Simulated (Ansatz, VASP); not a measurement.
## Na in VASP and in Ansatz

File INCAR:

```
SYSTEM = Na
PREC = Accurate
ENCUT = 500
EDIFF = 1E-6
ISMEAR = -1
SIGMA = 0.05
LREAL = .False.
LASPH = .True.
NELM = 200
ALGO = Normal
ISIF = 2
LWAVE = .False.
LCHARG = .False.
ISPIN = 2
MAGMOM = 0.5
LORBIT = 11
GGA = LIBXC
LIBXC1 = GGA_X_B88
LIBXC2 = GGA_C_PBE
NBANDS = 14
GGA_COMPAT = .False.
```

The input KPOINTS:

```
regular mesh
0
Gamma
  9 9 9
  0 0 0
```

Contents of POSCAR:

```
Na
1.0
   -2.1266304395      2.1266304395      2.1266304395
    2.1266304395     -2.1266304395      2.1266304395
    2.1266304395      2.1266304395     -2.1266304395
Na
1
Direct
    0.0000000000      0.0000000000      0.0000000000
```

The input input.yaml:

```yaml
crystal:
  lattice:
    - [-2.1266304395, 2.1266304395, 2.1266304395]
    - [2.1266304395, -2.1266304395, 2.1266304395]
    - [2.1266304395, 2.1266304395, -2.1266304395]
  atoms:
    - { symbol: Na, position: [0.0, 0.0, 0.0], spin: 0.5 }
kpoints:
  mp_grid: { grid: [9, 9, 9] }
scf:
  occupations: { method: fermi_dirac, width: 0.05 }
hamiltonian:
  xc: { exchange: b88, correlation: pbe }
  pseudopotentials: { kind: all_electron, lapw: { basis_error: 0.002 } }
magnetization:
  spin_polarized: true
output:
  forces: true
  stress: true
  eigenvalues: true
```

Change from the starting cell: volume scaled by 0.98.

Alike in both runs: task single point; functional b88 exchange, pbe correlation; k mesh 9 × 9 × 9; occupations fermi-dirac, width 0.05 eV; collinear spin.

|  | VASP | Ansatz |
| --- | --- | --- |
| version | VASP 6.6.1 | Ansatz 0.2.0 |
| potentials or method | VASP PAW PBE potentials, release 64 (Na_pv), cutoff 500 eV | all-electron LAPW, scalar-relativistic |

```tsv
	VASP	Ansatz	Ansatz less VASP
gap on the k mesh at the Fermi level (eV)	none	none	-
pressure (GPa)	0.0	0.0	+0.02
net moment per atom (μB)	0.00	0.00	0.000
```

VASP's potentials were made for PBE, not for b88 exchange, pbe correlation. A gap of «none» marks a metal or a gap that the smearing closes. Ansatz ran all-electron here, and VASP with PAW potentials.
